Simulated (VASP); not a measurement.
Write the native input for VASP 6.6.1 that does the following.

- Task: single point
- Functional: PBE
- Potentials or basis: VASP PAW PBE potentials, release 64 (Mg, C, Au, N)
- Cutoff: 520 eV
- k mesh: 4 × 4 × 4
- Occupations: gaussian, width 0.1 eV
- Spin: collinear spin
- Starting moments: [0.0, 0.0, 0.0, 0.0, 0.0, 1.0, 0.0, 0.0, 0.0, 0.0] μB
- Dipole correction: no
- Further INCAR settings: ALGO = Normal; EDIFF = 1e-06; NBANDS = 40

The structure of MgAuC4N4 lies in POSCAR:

```
MgAuC4N4
1.0
    6.3276887096      0.0000000000      0.0000000000
    0.0000000000      6.3276887096      0.0000000000
    0.0000000000      0.0000000000      6.3276887096
Mg C Au N
1 4 1 4
Direct
    0.0000000000      0.0000000000      0.0000000000
    0.1986801541      0.1986801541      0.1986801541
    0.1986801541      0.8013198459      0.8013198459
    0.8013198459      0.1986801541      0.8013198459
    0.8013198459      0.8013198459      0.1986801541
    0.5000000000      0.5000000000      0.5000000000
    0.3051406884      0.3051406884      0.3051406884
    0.3051406884      0.6948593116      0.6948593116
    0.6948593116      0.3051406884      0.6948593116
    0.6948593116      0.6948593116      0.3051406884
```

These files were run (other wordings do the same):

INCAR

```
SYSTEM = MgAuC4N4
  PREC = Accurate
  ENCUT = 520
  EDIFF = 1E-6
  ISMEAR = 0
  SIGMA = 0.1
  LREAL = .FALSE.
  LASPH = .TRUE.
  NELM = 150
  ALGO = Normal
  ISIF = 2
  LWAVE = .FALSE.
  LCHARG = .FALSE.
  ISPIN = 2
  MAGMOM = 0 0 0 0 0 1 0 0 0 0
  LORBIT = 11
  LMAXMIX = 4
  GGA = PE
  NBANDS = 40
```

KPOINTS

```
regular mesh
0
G
  4 4 4
  0 0 0
```

Potentials or basis: VASP PAW PBE potentials, release 64 (Mg, C, Au, N).

Launch:

```sh
$ cat potpaw_PBE.64/Mg/POTCAR potpaw_PBE.64/C/POTCAR potpaw_PBE.64/Au/POTCAR potpaw_PBE.64/N/POTCAR > POTCAR
$ mpirun -np 1 vasp_std > vasp.out
```

Results of the run:

```yaml
Pressure: 0.4 GPa
Largest_force: 0.426 eV/Å
Band_gap_on_the_k_mesh: zero (filled and empty bands overlap)
Net_moment: 1.00 μB per cell
Site_moments: Mg +0.00; C +0.03; Au +0.54; N +0.05 μB
Valence_electrons_inside_the_program's_atomic_spheres: Mg 0.36; C 2.58; Au 9.48; N 3.87
```

Caveat: spin-orbit coupling is left out, which moves the levels of the heavy elements.

Wall time 110 s on 1 thread of Intel(R) Xeon(R) 6975P-C (Granite Rapids) (shared host), peak memory 0.5 GiB.
